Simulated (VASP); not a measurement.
SiC: single point with PBE

SiC:

```
Si C
1.0
     3.09412    0.00000    0.00000
    -1.54706    2.67959    0.00000
     0.00000    0.00000   10.12934
Si C
4 4
Direct
  0.66667 0.33333 0.93784
  0.33333 0.66667 0.43784
  0.00000 0.00000 0.68790
  0.00000 0.00000 0.18790
  0.66667 0.33333 0.74981
  0.33333 0.66667 0.24981
  0.00000 0.00000 0.50045
  0.00000 0.00000 0.00045
```

```
Program             : VASP 6.6.1
Task                : single point
Functional          : PBE
Potentials or basis : VASP PAW PBE potentials, release 64 (Si, C)
Cutoff              : 520 eV
k mesh              : 12 × 12 × 4
Occupations         : gaussian, width 0.02 eV
Spin                : no spin polarisation
```

```yaml
Pressure: 0.0 GPa
Band_gap_on_the_k_mesh: 2.22 eV, indirect (least direct gap 3.34 eV)
```

Levels at points of the mesh, in eV from the valence-band top:
```
           k point  band 13  band 14  band 15  band 16  band 17  band 18  band 19  band 20
(0.00, 0.00, 0.00)    -0.58    -0.05     0.00     0.00     4.96     5.54     6.12     6.18
(0.50, 0.00, 0.00)    -2.34    -2.20    -1.56    -1.12     2.22     2.34     4.18     4.66
(0.00, 0.00, 0.50)    -0.21    -0.21    -0.21    -0.21     5.17     5.17     6.61     6.61
(0.50, 0.00, 0.50)    -2.48    -2.48    -1.54    -1.54     2.63     2.63     4.17     4.17
```

Wall time 100 s on 1 thread of Intel Xeon 6975P-C (shared host), peak memory 0.25 GiB.

A k mesh can miss the band edges. PBE gaps usually lie below the measured ones, often by a third to a half.
